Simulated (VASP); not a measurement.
# Ti8Al23 (a cell with a defect) in VASP: further runs

Ti8Al23 (a cell with a defect) is run at these levels: PBE; tasks: single point.

All numbers are computed with VASP 6.6.1; they aren't measurements. Logs are shortened: lines on timing, memory, paths and dates and some standing lists are left out, and cuts for length are marked.

**1. The cell of the first run**

The cell holds a defect, 31 atoms: a = 7.690 Å, b = 7.690 Å, c = 8.624 Å, α = 90.00°, β = 90.00°, γ = 90.00°.

**2. Single point, PBE**

INCAR reads:

```
SYSTEM = Ti8Al23
PREC = Accurate
ENCUT = 520
EDIFF = 1E-6
ISMEAR = 1
SIGMA = 0.1
LREAL = Auto
LASPH = .TRUE.
NELM = 80
ALGO = Normal
ISIF = 2
LWAVE = .FALSE.
LCHARG = .TRUE.
GGA = PE
LELF = .TRUE.
LVHAR = .TRUE.
NBANDS = 104
```

KPOINTS reads:

```
Automatic mesh
0
G
  2 2 2
  0 0 0
```

POSCAR reads:

```
Ti8Al23
1.0
    7.6895028900      0.0000000000      0.0000000000
    0.0000000000      7.6895028900      0.0000000000
    0.0000000000      0.0000000000      8.6237151300
Ti Al
8 23
Direct
    0.0002043513      0.0007330546     -0.0001324540
    0.2497360876      0.2498651388      0.4990240270
    0.0003111388      0.4984838708     -0.0002348838
    0.2514093840      0.7497472300      0.5009065876
    0.5001644768     -0.0011244024      0.0015016979
    0.7511740253      0.2498031732      0.4991698141
    0.5002509056      0.5005269948      0.0013642606
    0.7493489086      0.7498123736      0.5009646572
    0.0004287342     -0.0015152706      0.4999840682
    0.2512035528      0.2496691588      0.0059858696
    0.0005499553      0.2497784296      0.2520700249
    0.2505198808     -0.0000008314      0.7503492002
    0.0003627306      0.2497570978      0.7531392786
    0.2509032214      0.0001881499      0.2503358911
    0.0004046728      0.5011354793      0.5000573158
    0.2488667381      0.7497382173      0.0007390329
    0.0004071176      0.7496885236      0.2504420200
    0.2506169174      0.4994984808      0.7503008200
    0.0002575634      0.7497200275      0.7504269786
    0.2508161484      0.4995001885      0.2502516029
    0.5004390331      0.0007080025      0.4947787116
    0.7492252038      0.2496524990      0.0062398878
    0.7499826813      0.0002075059      0.7503382744
    0.5002453210      0.2497075461      0.7502922953
    0.7501488917      0.0001061411      0.2504332977
    0.5005298738      0.4989464841      0.4948688768
    0.7515973078      0.7496067949      0.0005414709
    0.5004736962      0.7496992010      0.2485356107
    0.7499078602      0.4994650034      0.7503861328
    0.5002952649      0.7498380076      0.7476701746
    0.7500559726      0.4993698437      0.2501755433
```

Potentials or basis: VASP PAW PBE potentials, release 64 (Ti_sv, Al).

On the command line:

```sh
$ cat potpaw_PBE.64/Ti_sv/POTCAR potpaw_PBE.64/Al/POTCAR > POTCAR
$ mpirun -np 1 vasp_std > vasp.out
```

OUTCAR:

```text
SYSTEM = Ti8Al23
   PREC = Accurate
   ENCUT = 520
   EDIFF = 1E-6
   ISMEAR = 1
   LREAL = Auto
   LASPH = .TRUE.
   NELM = 80
   ISIF = 2
   GGA = PE

 ion  position               nearest neighbor table
   1  0.000  0.001  1.000-  16 2.72  27 2.72  22 2.72  10 2.72  13 2.86  23 2.89  12 2.89  19 2.89
                            25 2.89  14 2.90  17 2.90  11 2.90
   2  0.250  0.250  0.499-  21 2.72  26 2.72  15 2.72   9 2.72  11 2.86  14 2.88  20 2.88  18 2.89
                            12 2.90  24 2.90  13 2.91
   3  0.000  0.498  1.000-  10 2.72  16 2.72  27 2.72  22 2.72  13 2.86  29 2.89  18 2.89  19 2.89
                            31 2.89  20 2.89  11 2.90  17 2.90
   4  0.251  0.750  0.501-  15 2.72   9 2.72  26 2.72  21 2.72  30 2.86  18 2.89  12 2.89  19 2.89
                            20 2.89  14 2.89  17 2.90  28 2.90
   5  0.500  0.999  0.002-  10 2.72  22 2.72  16 2.72  27 2.72  28 2.87  14 2.88  25 2.88  12 2.89
                            23 2.90  24 2.90  30 2.91
   6  0.751  0.250  0.499-  26 2.72  21 2.72  15 2.72   9 2.72  11 2.87  25 2.88  31 2.88  23 2.89
                            29 2.89  24 2.90  13 2.91
   7  0.500  0.501  0.001-  22 2.72  10 2.72  27 2.72  16 2.72  28 2.87  20 2.88  31 2.88  29 2.89
                            18 2.89  24 2.90  30 2.91
   8  0.749  0.750  0.501-  15 2.72   9 2.72  26 2.72  21 2.72  30 2.86  23 2.89  29 2.89  19 2.89
                            25 2.89  31 2.90  17 2.90  28 2.90
   9  0.000  0.998  0.500-   4 2.72   8 2.72   6 2.72   2 2.72  17 2.88  11 2.88  19 2.89  25 2.89
[... 31 lines left out ...]
  25  0.750  0.000  0.250-  11 2.72  28 2.72  17 2.72  22 2.85  21 2.85   6 2.88   5 2.88   9 2.89
                            27 2.89   1 2.89   8 2.89
  26  0.501  0.499  0.495-   8 2.72   6 2.72   2 2.72   4 2.72  31 2.85  20 2.85  28 2.87  30 2.91
                            24 2.92  29 2.92  18 2.92
  27  0.752  0.750  0.001-   1 2.72   3 2.72   7 2.72   5 2.72  28 2.88  17 2.88  19 2.88  31 2.89
                            29 2.89  25 2.89  23 2.89  30 2.91
  28  0.500  0.750  0.249-  20 2.72  31 2.72  14 2.72  25 2.72   5 2.87   7 2.87  26 2.87  21 2.87
                            27 2.88  16 2.88   8 2.90   4 2.90
  29  0.750  0.499  0.750-  24 2.72  30 2.72  13 2.72  19 2.72   8 2.89   3 2.89  27 2.89   7 2.89
                            15 2.89   6 2.89  26 2.92  22 2.93
  30  0.500  0.750  0.748-  12 2.72  29 2.72  18 2.72  23 2.72   4 2.86   8 2.86   5 2.91   7 2.91
                            26 2.91  21 2.91  27 2.91  16 2.92
  31  0.750  0.499  0.250-  28 2.72  11 2.72  17 2.72  22 2.85  26 2.85   6 2.88   7 2.88  27 2.89
                            15 2.89   3 2.89   8 2.90

  LATTYP: Found a simple tetragonal cell.
 ALAT       =     7.6895028900
 C/A-ratio  =     1.1214918901

  Lattice vectors:

 A1 = (   7.6895028900,   0.0000000000,   0.0000000000)
 A2 = (   0.0000000000,   7.6895028900,   0.0000000000)
 A3 = (   0.0000000000,   0.0000000000,   8.6237151300)

Analysis of symmetry for initial positions (statically):
=====================================================================
[... 181 lines left out ...]
   EFERMI_NEDOS =   21; number of points for ismear=-14 and -15
   IALGO  =     38    algorithm
   IMIX   =      4    mixing-type and parameters
     AMIX     =   0.40;   BMIX     =  1.00
     AMIX_MAG =   1.60;   BMIX_MAG =  1.00
  volume/ion in A,a.u.               =      16.45       111.00
  Fermi-wavevector in a.u.,A,eV,Ry     =   1.123930  2.123919 17.187126  1.263218
  Thomas-Fermi vector in A             =   2.260599
   LORBIT       =      0    0 simple, 1 ext, 2 COOP (PROOUT), +10 PAW based schemes
   GGA     = PE    functional components
   LHFCALC =     F    Hartree Fock is set to
   AEXX    =    0.0000 exact exchange contribution
   IVDW    =     0    specifies the selected vdW correction
   LEPSILON=     F    determine dielectric tensor
   LRPA    =     F    only Hartree local field effects (RPA)
 non-spin polarized calculation
 Methfessel and Paxton  Order N= 1 SIGMA  =   0.10
  energy-cutoff  :      520.00
  volume of cell :      509.91
 maximum number of plane-waves:     13800
 NGX is ok and might be reduce to    60
   NGX = 29   NGY = 29   NGZ = 33

 number of electron     165.0000043 magnetization

 Free energy of the ion-electron system (eV)
  ---------------------------------------------------
  ext. energy  EPLUGINS =         0.00000000
  ---------------------------------------------------
  free energy    TOTEN  =      -158.90504728 eV

  energy without entropy =     -158.91832140  energy(sigma->0) =     -158.90947199

 E-fermi :   7.7506     XC(G=0): -10.5760

 val. band max:        7.7331981288   @ k =   0.5000   0.0000   0.5000
 cond. band min:       7.7756884591   @ k =   0.0000   0.5000   0.0000
 fundamental gap:      0.0424903303
 Fermi energy:         7.7505795987

 k-point     1 :       0.0000    0.0000    0.0000
  band No.  band energies     occupation
      1     -48.8156      2.00000
      2     -48.8146      2.00000
      3     -48.8145      2.00000
      4     -48.8135      2.00000
      5     -48.6561      2.00000
      6     -48.6560      2.00000
[... 765 lines left out ...]
     93       9.4593     -0.00000
     94       9.4601     -0.00000
 [bands above 94 left out]

------------------------ aborting loop because EDIFF is reached ----------------------------------------

  FORCE on cell =-STRESS in cart. coord.  units (eV):
  Direction    XX          YY          ZZ          XY          YZ          ZX
  --------------------------------------------------------------------------------------
  -------------------------------------------------------------------------------------
  Total       -0.5301313     -0.5190780     -3.3979856      0.0008166      0.0033605      0.0247278
  in kB       -1.6657241     -1.6309937    -10.6768018      0.0025660      0.0105591      0.0776972
  external PRESSURE =      -4.6578399 kB  Pullay stress =       0.0000000 kB

 VOLUME and BASIS-vectors are now :
 -----------------------------------------------------------------------------
  energy-cutoff  :      520.00
  volume of cell :      509.91
      direct lattice vectors                 reciprocal lattice vectors
     7.689502890  0.000000000  0.000000000     0.130047418  0.000000000  0.000000000
     0.000000000  7.689502890  0.000000000     0.000000000  0.130047418  0.000000000
     0.000000000  0.000000000  8.623715130     0.000000000  0.000000000  0.115959303

 POSITION                                       TOTAL-FORCE (eV/Angst)
 -----------------------------------------------------------------------------------
      0.00157      0.00564      8.62257         0.010186      0.001527     -0.001468
      1.92035      1.92134      4.30344        -0.015298     -0.005998      0.010490
      0.00239      3.83309      8.62169        -0.003341      0.012179      0.010135
      1.93321      5.76518      4.31968         0.000195      0.005130     -0.005155
      3.84602      7.68086      0.01295         0.010476     -0.002908     -0.005530
      5.77615      1.92086      4.30470         0.010004      0.002506      0.006941
[... 23 lines left out ...]
      3.84702      5.76588      6.44769        -0.001762      0.000130     -0.014187
      5.76756      3.83991      2.15744        -0.001269     -0.001732      0.009518
 -----------------------------------------------------------------------------------
    total drift:                                0.008172     -0.007153     -0.018744

  FREE ENERGIE OF THE ION-ELECTRON SYSTEM (eV)
  ---------------------------------------------------
  free  energy   TOTEN  =      -158.9050472822 eV

  energy  without entropy=     -158.9183214002  energy(sigma->0) =     -158.90947199
```

Wall time 9 min (1 thread of Intel Xeon 6975P-C (Granite Rapids), shared host); peak memory 0.63 GiB.

What came out:

```yaml
Free_energy: -158.9050 eV
Pressure: -0.5 GPa
Largest_force: 0.019 eV/Å
Band_gap_on_the_k_mesh: zero (an odd number of electrons rules out a gap without spin polarisation)
```

Forces on the atoms (eV/Å):
```
Ti   0.010  0.002 -0.001
Ti  -0.015 -0.006  0.010
Ti  -0.003  0.012  0.010
Ti   0.000  0.005 -0.005
Ti   0.010 -0.003 -0.006
Ti   0.010  0.003  0.007
Ti   0.000  0.011  0.009
Ti  -0.001 -0.007 -0.009
Al   0.001  0.000  0.009
Al   0.007  0.000 -0.007
Al  -0.006  0.002 -0.013
Al   0.005  0.003 -0.002
Al  -0.002  0.000  0.010
Al  -0.003 -0.007  0.000
Al  -0.002 -0.001  0.006
Al   0.000 -0.002 -0.010
Al  -0.001  0.003 -0.006
Al   0.004 -0.005  0.000
Al   0.000  0.002 -0.006
Al   0.001 -0.004  0.004
Al  -0.002  0.003  0.005
Al  -0.004  0.000 -0.012
Al   0.002 -0.004  0.001
Al   0.000  0.002  0.002
Al  -0.005 -0.004 -0.006
Al  -0.006 -0.005  0.002
Al   0.003  0.005 -0.004
Al  -0.002  0.004  0.018
Al   0.004 -0.008 -0.003
Al  -0.002  0.000 -0.014
Al  -0.001 -0.002  0.010
```

Stress tensor (GPa, compression positive):
```
-0.17  0.00  0.01
 0.00 -0.16  0.00
 0.01  0.00 -1.07
```

Caveat: the k points lie up to 0.41 Å⁻¹ apart, too coarse for converged energies and pressures of a metal.

**3. Single point, PBE**

INCAR reads:

```
ALGO = Normal
EDIFF = 1E-6
ENCUT = 520
GGA = PE
ISIF = 2
ISMEAR = 1
LASPH = T
LCHARG = T
LELF = T
LREAL = Auto
LVHAR = T
LWAVE = F
NBANDS = 104
NELM = 80
PREC = Accurate
SIGMA = 0.1
```

KPOINTS reads:

```
k-points
0
Gamma
  2 2 2
```

POSCAR reads:

```
Ti8Al23
1.0
    7.6895028900      0.0000000000      0.0000000000
    0.0000000000      7.6895028900      0.0000000000
    0.0000000000      0.0000000000      8.6237151300
Ti Al
8 23
Direct
   -0.0006551707     -0.0001713638      0.0012453962
    0.2500920889      0.2507005354      0.4990023743
    0.0012170328      0.4999041882     -0.0003716952
    0.2500951449      0.7492285813      0.4990202801
    0.5008352672     -0.0001342661      0.0012787396
    0.7500672072      0.2488973873      0.5006140481
    0.4990333461      0.4998697228     -0.0003908580
    0.7501247153      0.7510266024      0.5006451305
    0.0010389779     -0.0000022760      0.4947098110
    0.2501002748      0.2488749361      0.0055056782
    0.0005569374      0.2495516771      0.2501421470
    0.2501384823     -0.0000921725      0.7501784320
    0.0003960703      0.2495609168      0.7501247500
    0.4996410211      0.2494515628      0.2501404581
   -0.0012082851      0.4999631833      0.4999689261
    0.2501389799      0.7508413750      0.0055951585
    0.0003436982      0.7502003414      0.2501220927
    0.2501399264      0.4999027748      0.7529696195
    0.0004460507      0.7502799081      0.7501178175
    0.2500816984      0.4999242502      0.2516681669
    0.4991637217     -0.0000570682      0.4948218554
    0.7501238165      0.2511824297      0.0004413536
    0.7500305634     -0.0000268212      0.7472523636
    0.4998547758      0.2496331189      0.7501015836
    0.7500982506     -0.0000504897      0.2486260777
    0.5014301120      0.4999540170      0.4998083100
    0.7500987051      0.7485973337      0.0002335360
    0.4998625998      0.7502996286      0.2501255615
    0.7501262922      0.4999174922      0.7501041335
    0.4997706389      0.7501346289      0.7501110951
    0.7500540692      0.4998277670      0.2500920789
```

Potentials or basis: VASP PAW PBE potentials, release 64 (Ti_sv, Al).

On the command line:

```sh
$ cat potpaw_PBE.64/Ti_sv/POTCAR potpaw_PBE.64/Al/POTCAR > POTCAR
$ mpirun -np 1 vasp_std > vasp.out
```

Run time: 8.5 min. Hardware: 1 thread of Intel Xeon 6975P-C (Granite Rapids), shared host; peak memory 0.65 GiB.

It converged, with:

```yaml
Free_energy: -158.9052 eV
Pressure: -0.5 GPa
Largest_force: 0.021 eV/Å
Band_gap_on_the_k_mesh: zero (an odd number of electrons rules out a gap without spin polarisation)
```

Forces on the atoms (eV/Å):
```
Ti  -0.015  0.005  0.004
Ti   0.002  0.016  0.000
Ti  -0.007 -0.002 -0.002
Ti  -0.002 -0.020 -0.005
Ti   0.015  0.005  0.000
Ti   0.000  0.000  0.009
Ti   0.004 -0.002 -0.001
Ti  -0.002 -0.004  0.002
Al   0.003 -0.002  0.000
Al   0.001  0.000  0.000
Al   0.000 -0.002 -0.001
Al   0.000  0.001 -0.003
Al   0.002  0.000  0.000
Al   0.000  0.000 -0.001
Al   0.001 -0.001 -0.001
Al   0.000  0.003  0.000
Al   0.002  0.001  0.000
Al  -0.003 -0.001  0.005
Al   0.000 -0.001  0.000
Al   0.002  0.001 -0.001
Al  -0.003  0.000 -0.002
Al  -0.001  0.001 -0.005
Al   0.003 -0.003 -0.003
Al  -0.003  0.000  0.001
Al   0.001 -0.001  0.001
Al  -0.002  0.000  0.003
Al   0.000 -0.001  0.000
Al  -0.003 -0.001  0.000
Al   0.000  0.000  0.000
Al   0.002  0.003  0.000
Al   0.001  0.003  0.000
```

Stress tensor (GPa, compression positive):
```
-0.16  0.00  0.00
 0.00 -0.16  0.00
 0.00  0.00 -1.06
```

Levels at points of the mesh, in eV from the Fermi level:
```
           k point  band 80  band 81  band 82  band 83  band 84  band 85
(0.00, 0.00, 0.00)    -0.41    -0.22     0.18     0.29     0.40     0.56
(0.50, 0.00, 0.00)    -0.33    -0.26    -0.22    -0.21     0.03     0.19
(0.00, 0.50, 0.00)    -0.33    -0.26    -0.22    -0.21     0.03     0.19
(0.50, 0.50, 0.00)    -0.17    -0.16    -0.09    -0.09     0.42     0.43
(0.00, 0.00, 0.50)    -0.08    -0.08     0.22     0.55     0.58     0.67
(0.50, 0.00, 0.50)    -0.21    -0.21    -0.02     0.17     0.24     0.29
(0.00, 0.50, 0.50)    -0.21    -0.21    -0.02     0.17     0.24     0.29
(0.50, 0.50, 0.50)    -0.42    -0.19    -0.19    -0.19    -0.11    -0.08
```

Caveat: the k points lie up to 0.41 Å⁻¹ apart, too coarse for converged energies and pressures of a metal.

The gap in the log of VASP goes by the Fermi energy; the results here count the filled bands.